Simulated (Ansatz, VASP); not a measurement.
ZrN in VASP and in Ansatz

```
CELL_PARAMETERS angstrom
0.00000 2.31429 2.31429
2.31429 0.00000 2.31429
2.31429 2.31429 0.00000
ATOMIC_POSITIONS crystal
Zr 0.00000 0.00000 0.00000
N 0.50000 0.50000 0.50000
```

Change from the starting cell: volume scaled by 1.04, crystal datasets.

Alike in both runs: task electric field gradients; functional LDA; k mesh 9 × 9 × 9; occupations fermi-dirac, width 0.03 eV; no spin polarisation.

|  | VASP | Ansatz |
| --- | --- | --- |
| version | VASP 6.6.1 | Ansatz 0.2.0 |
| potentials or method | VASP PAW LDA potentials, release 64 (Zr_sv, N), cutoff 520 eV | all-electron PAW with datasets made for the crystal, scalar-relativistic |

Ansatz gave:

* pressure (GPa): -16.6

Q: Which values does VASP return?

A: Pressure (GPa): -16.1.

LDA's correlation is that of Perdew and Zunger in VASP and of Perdew and Wang (1992) in Ansatz. Ansatz ran all-electron here, and VASP with PAW potentials.
